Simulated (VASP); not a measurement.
# Rh in VASP: a series of runs

Runs on Rh. Level: r2SCAN. Tasks: single point.

Everything below comes from runs of VASP 6.6.1. Logs are shortened: lines on timing, memory, paths and dates and some standing lists are left out, and cuts for length are marked.

### Step 1. The cell of the first run

It takes space group I4/mmm (No. 139, tetragonal). The conventional cell has a = 2.730 Å, b = 2.730 Å, c = 3.917 Å, α = 90.00°, β = 90.00°, γ = 90.00°. Rh (site symmetry 4/mmm) has 12 Rh at 2.73 to 2.75 Å within 3.6 Å.

### Step 2. Single point, r2SCAN (strain +0.015 along x and y, +0.030 along z)

The input, POSCAR:

```
Rh
1.0
    0.0000000000      1.9300732500      1.9585965000
    1.9300732500      0.0000000000      1.9585965000
    1.9300732500      1.9300732500      0.0000000000
Rh
1
Direct
    0.0000000000      0.0000000000      0.0000000000
```

The input, INCAR.step1:

```
  PREC = Accurate
  ENCUT = 520
  ISMEAR = 0
  SIGMA = 0.15
  LREAL = F
  LASPH = T
  NELM = 100
  NBANDS = 14
  GGA = PE
  ALGO = Normal
  EDIFF = 1E-4
  LWAVE = T
  LCHARG = F
```

The input, INCAR.step2:

```
  PREC = Accurate
  ENCUT = 520
  EDIFF = 1E-7
  ISMEAR = 0
  SIGMA = 0.15
  LREAL = F
  LASPH = T
  NELM = 100
  ALGO = Normal
  ISIF = 2
  LWAVE = F
  LCHARG = T
  METAGGA = R2SCAN
  LMIXTAU = T
  LELF = T
  LVHAR = T
  NBANDS = 14
  ISTART = 1
```

The input, KPOINTS:

```
regular mesh
0
Gamma
  22 22 22
```

Potentials or basis: VASP PAW PBE potentials, release 64 (Rh_pv).

Started as:

```console
$ cat potpaw_PBE.64/Rh_pv/POTCAR > POTCAR
$ cp INCAR.step1 INCAR
$ mpirun -np 1 vasp_std > vasp.out
$ cp INCAR.step2 INCAR
$ mpirun -np 1 vasp_std > vasp.out
```

OUTCAR:

```text
PREC = Accurate
   ENCUT = 520
   EDIFF = 1E-7
   ISMEAR = 0
   LREAL = F
   LASPH = T
   NELM = 100
   ISIF = 2
   METAGGA = R2SCAN
   ISTART = 1

 ion  position               nearest neighbor table
   1  0.000  0.000  0.000-

  LATTYP: Found a body centered tetragonal cell.
 ALAT       =     2.7295357665
 C/A-ratio  =     1.4351132702

  Lattice vectors:

 A1 = (  -1.9300732500,   0.0000000000,   1.9585965000)
 A2 = (   1.9300732500,   0.0000000000,   1.9585965000)
 A3 = (   0.0000000000,   1.9300732500,  -1.9585965000)

Analysis of symmetry for initial positions (statically):
=====================================================================
 Subroutine PRICEL returns:
 Original cell was already a primitive cell.

 Routine SETGRP: Setting up the symmetry group for a
 body centered tetragonal supercell.

 Subroutine GETGRP returns: Found 16 space group operations
 (whereof 16 operations were pure point group operations)
 out of a pool of 16 trial point group operations.

The static configuration has the point symmetry D_4h.

Analysis of symmetry for dynamics (positions and initial velocities):
=====================================================================
 Subroutine PRICEL returns:
 Original cell was already a primitive cell.

 Routine SETGRP: Setting up the symmetry group for a
 body centered tetragonal supercell.

 Subroutine GETGRP returns: Found 16 space group operations
 (whereof 16 operations were pure point group operations)
 out of a pool of 16 trial point group operations.

The dynamic configuration has the point symmetry D_4h.

 Subroutine INISYM returns: Found 16 space group operations
 (whereof 16 operations are pure point group operations),
 and found     1 'primitive' translations

----------------------------------------------------------------------------------------

                                     Primitive cell

  volume of cell :      14.5923

  direct lattice vectors                    reciprocal lattice vectors
     0.000000000  1.930073250  1.958596500    -0.259057525  0.259057525  0.255284843
     1.930073250  0.000000000  1.958596500     0.259057525 -0.259057525  0.255284843
     1.930073250  1.930073250  0.000000000     0.259057525  0.259057525 -0.255284843

  length of vectors
     2.749778718  2.749778718  2.729535767     0.446533262  0.446533262  0.446533262

  position of ions in fractional coordinates (direct lattice)
     0.000000000  0.000000000  0.000000000

  ion indices of the primitive-cell ions
   primitive index   ion index
                 1           1

----------------------------------------------------------------------------------------

 KPOINTS: regular mesh

Automatic generation of k-mesh.
 Grid dimensions read from file:
 generate k-points for:   22   22   22

 Generating k-lattice:

  Cartesian coordinates                     Fractional coordinates (reciprocal lattice)
    -0.011775342  0.011775342  0.011603856     0.045454545  0.000000000  0.000000000
     0.011775342 -0.011775342  0.011603856     0.000000000  0.045454545  0.000000000
     0.011775342  0.011775342 -0.011603856     0.000000000  0.000000000  0.045454545

  Length of vectors
     0.020296966  0.020296966  0.020296966

  Shift w.r.t. Gamma in fractional coordinates (k-lattice)
     0.000000000  0.000000000  0.000000000

 Subroutine IBZKPT returns following result:
 ===========================================

 Found    834 irreducible k-points:

 Following reciprocal coordinates:
            Coordinates               Weight
  0.000000  0.000000  0.000000      1.000000
  0.045455  0.000000  0.000000      8.000000
  0.090909  0.000000  0.000000      8.000000
  0.136364  0.000000  0.000000      8.000000
  0.181818  0.000000  0.000000      8.000000
  0.227273  0.000000  0.000000      8.000000
[... 16 lines left out ...]
  0.500000  0.045455  0.000000      8.000000
 -0.454545  0.045455  0.000000      8.000000
 [... further k-points ...]
   k-points           NKPTS =    834   k-points in BZ     NKDIM =    834   number of bands    NBANDS=     14
   number of dos      NEDOS =    301   number of ions     NIONS =      1
   total plane-waves  NPLWV =   8000
   dimension x,y,z NGX =    20 NGY =   20 NGZ =   20
   dimension x,y,z NGXF=    40 NGYF=   40 NGZF=   40
   ions per type =               1
   NGX,Y,Z   is equivalent  to a cutoff of  12.09, 12.09, 12.18 a.u.
   NGXF,Y,Z  is equivalent  to a cutoff of  24.18, 24.18, 24.36 a.u.
 SYSTEM =  unknown system
   PREC   = accura    normal or accurate (medium, high low for compatibility)
   ISTART =      1    job   : 0-new  1-cont  2-samecut
   ICHARG =      0    charge: 1-file 2-atom 10-const
   ISPIN  =      1    spin polarized calculation?
   LNONCOLLINEAR =      F non collinear calculations
   LSORBIT =      F    spin-orbit coupling
   LASPH  =      T    aspherical Exc in radial PAW
   ENCUT  =  520.0 eV  38.22 Ry    6.18 a.u.   5.11  5.11  5.08*2*pi/ulx,y,z
   NELM   =    100;   NELMIN=  2; NELMDL=  0     # of ELM steps
   EDIFF  = 0.1E-06   stopping-criterion for ELM
   LREAL  =      F    real-space projection
   EDIFFG = 0.1E-05   stopping-criterion for IOM
   NSW    =      0    number of steps for IOM
   IBRION =     -1    ionic relax: 0-MD 1-quasi-New 2-CG
   NFREE  =      0    steps in history (QN), initial steepest desc. (CG)
   ISIF   =      2    stress and relaxation
   ISYM   =      2    0-nonsym 1-usesym 2-fastsym
   POTIM  = 0.5000    time-step for ionic-motion
   TEBEG  =    0.0;   TEEND  =   0.0 temperature during run
   PSTRESS=    0.0 pullay stress
   NELECT =      15.0000    total number of electrons
   NUPDOWN=      -1.0000    fix difference up-down
   EMIN   =  10.00;   EMAX   =-10.00  energy-range for DOS
   EFERMI =   0.00;   METHOD = LEGACY
   ISMEAR =     0;   SIGMA  =   0.15  broadening in eV -4-tet -1-fermi 0-gaus
   EFERMI_NEDOS =   21; number of points for ismear=-14 and -15
   IALGO  =     38    algorithm
   IMIX   =      4    mixing-type and parameters
     AMIX     =   0.40;   BMIX     =  1.00
     AMIX_MAG =   1.60;   BMIX_MAG =  1.00
  volume/ion in A,a.u.               =      14.59        98.47
  Fermi-wavevector in a.u.,A,eV,Ry     =   1.652207  3.122218 37.141010  2.729787
  Thomas-Fermi vector in A             =   2.740855
   LORBIT       =      0    0 simple, 1 ext, 2 COOP (PROOUT), +10 PAW based schemes
   METAGGA = R2SCAN    functional components
   LHFCALC =     F    Hartree Fock is set to
   AEXX    =    0.0000 exact exchange contribution
   IVDW    =     0    specifies the selected vdW correction
   LEPSILON=     F    determine dielectric tensor
   LRPA    =     F    only Hartree local field effects (RPA)
 non-spin polarized calculation
 Gauss-broadening in eV      SIGMA  =   0.15
  energy-cutoff  :      520.00
  volume of cell :       14.59
 maximum number of plane-waves:       401
   NGX = 11   NGY = 11   NGZ = 11

 number of electron      14.9999993 magnetization

 Free energy of the ion-electron system (eV)
  ---------------------------------------------------
  ext. energy  EPLUGINS =         0.00000000
  ---------------------------------------------------
  free energy    TOTEN  =       -24.10638760 eV

  energy without entropy =      -24.09033492  energy(sigma->0) =      -24.09836126

 E-fermi :  10.6654     XC(G=0): -14.7622

 val. band max:       10.6640199302   @ k =  -0.2727   0.1364   0.0909
 cond. band min:      10.6656550360   @ k =  -0.4091   0.4545   0.0455
 fundamental gap:      0.0016351058
 Fermi energy:        10.6653908777

 k-point     1 :       0.0000    0.0000    0.0000
  band No.  band energies     occupation
      1     -37.0139      2.00000
      2     -37.0059      2.00000
      3     -37.0059      2.00000
      4       2.9417      2.00000
      5       7.6834      2.00000
      6       7.8363      2.00000
      7       7.8363      2.00000
      8       9.5960      2.00000
      9       9.7765      2.00000
     10      27.4146      0.00000
     11      28.1453      0.00000
     12      32.5342      0.00000
     13      32.9571      0.00000
     14      32.9571      0.00000

 k-point     2 :       0.0455    0.0000    0.0000
  band No.  band energies     occupation
      1     -37.0232      2.00000
      2     -37.0119      2.00000
      3     -37.0075      2.00000
      4       3.0244      2.00000
      5       7.6875      2.00000
      6       7.8284      2.00000
      7       7.8678      2.00000
      8       9.5806      2.00000
      9       9.7579      2.00000
     10      27.5260      0.00000
     11      28.1454      0.00000
     12      32.2597      0.00000
     13      32.8473      0.00000
     14      33.0700      0.00000

 k-point     3 :       0.0909    0.0000    0.0000
  band No.  band energies     occupation
      1     -37.0610      2.00000
      2     -37.0187      2.00000
      3     -37.0125      2.00000
      4       3.2661      2.00000
      5       7.6362      2.00000
      6       7.8710      2.00000
      7       7.9548      2.00000
      8       9.5448      2.00000
      9       9.7115      2.00000
     10      27.8318      0.00000
     11      28.1455      0.00000
     12      31.1855      0.00000
     13      33.1241      0.00000
     14      33.4000      0.00000
[... 324 lines left out ...]
 k-point    23 :       0.5000    0.0455    0.0000
  band No.  band energies     occupation
      1     -37.6424      2.00000
      2     -37.1154      2.00000
      3     -37.0913      2.00000
      4       4.8968      2.00000
      5       7.5566      2.00000
      6       7.8156      2.00000
      7      10.5578      1.68980
      8      11.1667      0.00000
      9      12.3165      0.00000
     10      19.1856      0.00000
     11      27.0376      0.00000
     12      28.1454      0.00000
     13      32.0416      0.00000
     14      32.3759      0.00000

 k-point    24 :      -0.4545    0.0455    0.0000
  band No.  band energies     occupation
      1     -37.6388      2.00000
      2     -37.1171      2.00000
      3     -37.0884      2.00000
      4       4.9033      2.00000
      5       7.5738      2.00000
      6       7.8138      2.00000
      7      10.5395      1.76475
      8      11.0808      0.00009
      9      12.2672      0.00000
     10      19.3254      0.00000
     11      27.0614      0.00000
     12      28.1452      0.00000
     13      31.9022      0.00000
     14      32.6434      0.00000

 [... further k-points ...]

------------------------ aborting loop because EDIFF is reached ----------------------------------------

  FORCE on cell =-STRESS in cart. coord.  units (eV):
  Direction    XX          YY          ZZ          XY          YZ          ZX
  --------------------------------------------------------------------------------------
  -------------------------------------------------------------------------------------
  Total       -1.1691615     -1.1691615     -1.4464455      0.0000000      0.0000000     -0.0000000
  in kB     -128.3697047   -128.3697047   -158.8144833      0.0000000      0.0000000     -0.0000000
  external PRESSURE =    -138.5179642 kB  Pullay stress =       0.0000000 kB

 VOLUME and BASIS-vectors are now :
 -----------------------------------------------------------------------------
  energy-cutoff  :      520.00
  volume of cell :       14.59
      direct lattice vectors                 reciprocal lattice vectors
     0.000000000  1.930073250  1.958596500    -0.259057525  0.259057525  0.255284843
     1.930073250  0.000000000  1.958596500     0.259057525 -0.259057525  0.255284843
     1.930073250  1.930073250  0.000000000     0.259057525  0.259057525 -0.255284843

 POSITION                                       TOTAL-FORCE (eV/Angst)
 -----------------------------------------------------------------------------------
      0.00000      0.00000      0.00000         0.000000     -0.000000      0.000000
 -----------------------------------------------------------------------------------
    total drift:                               -0.000000      0.000000      0.000000

  FREE ENERGIE OF THE ION-ELECTRON SYSTEM (eV)
  ---------------------------------------------------
  free  energy   TOTEN  =       -24.1063876050 eV

  energy  without entropy=      -24.0903349169  energy(sigma->0) =      -24.09836126
```

Run time: 8.8 min. Hardware: 1 thread of Intel Xeon Platinum 8259CL at 2.50GHz (Skylake/Cascade Lake), shared host; peak memory 0.26 GiB.

Results:

| Item | Value |
| --- | --- |
| Free energy | -24.1064 eV |
| Pressure | -13.9 GPa |

Caveat: the cell differs from its parent crystal (strain +0.015 along x and y, +0.030 along z); the PAW data sets were made with another functional, which shifts forces and pressure a little.

### Step 3. Single point, r2SCAN (strain -0.015 along x and y, -0.015 along z)

The input, POSCAR:

```
Rh
1.0
    0.0000000000      1.8730267500      1.8730267500
    1.8730267500      0.0000000000      1.8730267500
    1.8730267500      1.8730267500      0.0000000000
Rh
1
Direct
    0.0000000000      0.0000000000      0.0000000000
```

The input, INCAR.step1:

```
SYSTEM = Rh
PREC = Accurate
ENCUT = 580
ISMEAR = 0
SIGMA = 0.15
LREAL = .FALSE.
LASPH = .TRUE.
NELM = 120
NBANDS = 14
GGA = PE
ALGO = Normal
EDIFF = 1E-5
LWAVE = .TRUE.
LCHARG = .FALSE.
GGA_COMPAT = .FALSE.
```

The input, INCAR.step2:

```
SYSTEM = Rh
PREC = Accurate
ENCUT = 580
EDIFF = 1E-6
ISMEAR = 0
SIGMA = 0.15
LREAL = .FALSE.
LASPH = .TRUE.
NELM = 120
ALGO = Normal
ISIF = 2
LWAVE = .FALSE.
LCHARG = .FALSE.
METAGGA = R2SCAN
LMIXTAU = .TRUE.
NBANDS = 14
ISTART = 1
GGA_COMPAT = .FALSE.
```

The input, KPOINTS:

```
Automatic mesh
0
G
  22 22 22
  0 0 0
```

Potentials or basis: VASP PAW PBE potentials, release 64 (Rh_sv_GW).

Started as:

```console
$ cat potpaw_PBE.64/Rh_sv_GW/POTCAR > POTCAR
$ cp INCAR.step1 INCAR
$ mpirun -np 1 vasp_std > vasp.out
$ cp INCAR.step2 INCAR
$ mpirun -np 1 vasp_std > vasp.out
```

OUTCAR:

```text
SYSTEM = Rh
   PREC = Accurate
   ENCUT = 580
   EDIFF = 1E-6
   ISMEAR = 0
   LREAL = .FALSE.
   LASPH = .TRUE.
   NELM = 120
   ISIF = 2
   METAGGA = R2SCAN
   ISTART = 1

 ion  position               nearest neighbor table
   1  0.000  0.000  0.000-

  LATTYP: Found a face centered cubic cell.
 ALAT       =     3.7460535000

  Lattice vectors:

 A1 = (   0.0000000000,   1.8730267500,   1.8730267500)
 A2 = (   1.8730267500,   0.0000000000,   1.8730267500)
 A3 = (   1.8730267500,   1.8730267500,   0.0000000000)

Analysis of symmetry for initial positions (statically):
=====================================================================
 Subroutine PRICEL returns:
 Original cell was already a primitive cell.

 Routine SETGRP: Setting up the symmetry group for a
 face centered cubic supercell.

 Subroutine GETGRP returns: Found 48 space group operations
 (whereof 48 operations were pure point group operations)
 out of a pool of 48 trial point group operations.

The static configuration has the point symmetry O_h .

Analysis of symmetry for dynamics (positions and initial velocities):
=====================================================================
 Subroutine PRICEL returns:
 Original cell was already a primitive cell.

 Routine SETGRP: Setting up the symmetry group for a
 face centered cubic supercell.

 Subroutine GETGRP returns: Found 48 space group operations
 (whereof 48 operations were pure point group operations)
 out of a pool of 48 trial point group operations.

The dynamic configuration has the point symmetry O_h .

 Subroutine INISYM returns: Found 48 space group operations
 (whereof 48 operations are pure point group operations),
 and found     1 'primitive' translations

----------------------------------------------------------------------------------------

                                     Primitive cell

  volume of cell :      13.1420

  direct lattice vectors                    reciprocal lattice vectors
     0.000000000  1.873026750  1.873026750    -0.266947602  0.266947602  0.266947602
     1.873026750  0.000000000  1.873026750     0.266947602 -0.266947602  0.266947602
[... 114 lines left out ...]
 non-spin polarized calculation
 Gauss-broadening in eV      SIGMA  =   0.15
  energy-cutoff  :      580.00
  volume of cell :       13.14
 maximum number of plane-waves:       444
 NGX is ok and might be reduce to    24
   NGX = 11   NGY = 11   NGZ = 11

 number of electron      17.0000003 magnetization

 Free energy of the ion-electron system (eV)
  ---------------------------------------------------
  ext. energy  EPLUGINS =         0.00000000
  ---------------------------------------------------
  free energy    TOTEN  =       -23.26505243 eV

  energy without entropy =      -23.25154851  energy(sigma->0) =      -23.25830047

 E-fermi :  11.4748     XC(G=0): -15.6153

 val. band max:       11.4710742910   @ k =   0.4091   0.1364   0.0455
 cond. band min:      11.4754102757   @ k =  -0.2273   0.3636   0.1364
 fundamental gap:      0.0043359847
 Fermi energy:        11.4747833909

 k-point     1 :       0.0000    0.0000    0.0000
  band No.  band energies     occupation
      1     -69.8390      2.00000
      2     -36.4006      2.00000
      3     -36.4006      2.00000
      4     -36.4006      2.00000
      5       2.9889      2.00000
      6       8.0857      2.00000
      7       8.0857      2.00000
      8       8.0857      2.00000
      9      10.3394      2.00000
     10      10.3394      2.00000
     11      27.8856      0.00000
     12      33.7843      0.00000
     13      33.7843      0.00000
     14      33.7843      0.00000
[... 377 lines left out ...]
      1     -69.6897      2.00000
      2     -37.2978      2.00000
      3     -36.5394      2.00000
      4     -36.5251      2.00000
      5       4.8405      2.00000
      6       7.9153      2.00000
      7       8.0246      2.00000
      8      11.2382      1.97426
      9      12.0162      0.00000
     10      13.1478      0.00000
     11      21.2560      0.00000
     12      27.6833      0.00000
     13      33.5764      0.00000
     14      34.0257      0.00000

 [... further k-points ...]

------------------------ aborting loop because EDIFF is reached ----------------------------------------

  FORCE on cell =-STRESS in cart. coord.  units (eV):
  Direction    XX          YY          ZZ          XY          YZ          ZX
  --------------------------------------------------------------------------------------
  -------------------------------------------------------------------------------------
  Total        0.9720062      0.9720062      0.9720062      0.0000000     -0.0000000     -0.0000000
  in kB      118.4998203    118.4998203    118.4998203      0.0000000     -0.0000000     -0.0000000
  external PRESSURE =     118.4998203 kB  Pullay stress =       0.0000000 kB

 VOLUME and BASIS-vectors are now :
 -----------------------------------------------------------------------------
  energy-cutoff  :      580.00
  volume of cell :       13.14
      direct lattice vectors                 reciprocal lattice vectors
     0.000000000  1.873026750  1.873026750    -0.266947602  0.266947602  0.266947602
     1.873026750  0.000000000  1.873026750     0.266947602 -0.266947602  0.266947602
     1.873026750  1.873026750  0.000000000     0.266947602  0.266947602 -0.266947602

 POSITION                                       TOTAL-FORCE (eV/Angst)
 -----------------------------------------------------------------------------------
      0.00000      0.00000      0.00000         0.000000      0.000000      0.000000
 -----------------------------------------------------------------------------------
    total drift:                               -0.000000     -0.000000     -0.000000

  FREE ENERGIE OF THE ION-ELECTRON SYSTEM (eV)
  ---------------------------------------------------
  free  energy   TOTEN  =       -23.2650524263 eV

  energy  without entropy=      -23.2515485112  energy(sigma->0) =      -23.25830047
```

Run time: 5.2 min. Hardware: 1 thread of AMD EPYC 9R45 (Zen 5), shared host; peak memory 0.19 GiB.

What came out:

```
Free energy : -23.2651 eV
Pressure    : 11.8 GPa
```

Levels at points of the mesh, in eV from the Fermi level:
| k point | band 6 | band 7 | band 8 | band 9 | band 10 | band 11 |
| --- | --- | --- | --- | --- | --- | --- |
| (0.00, 0.00, 0.00) | -3.39 | -3.39 | -3.39 | -1.14 | -1.14 | 16.41 |
| (0.50, 0.00, 0.00) | -3.51 | -3.51 | 0.64 | 0.64 | 0.87 | 9.61 |
| (0.50, 0.50, 0.00) | -6.59 | 0.57 | 1.14 | 1.14 | 3.56 | 13.50 |

Caveat: the cell differs from its parent crystal (strain -0.015 along x and y, -0.015 along z); the PAW data sets were made with another functional, which shifts forces and pressure a little.
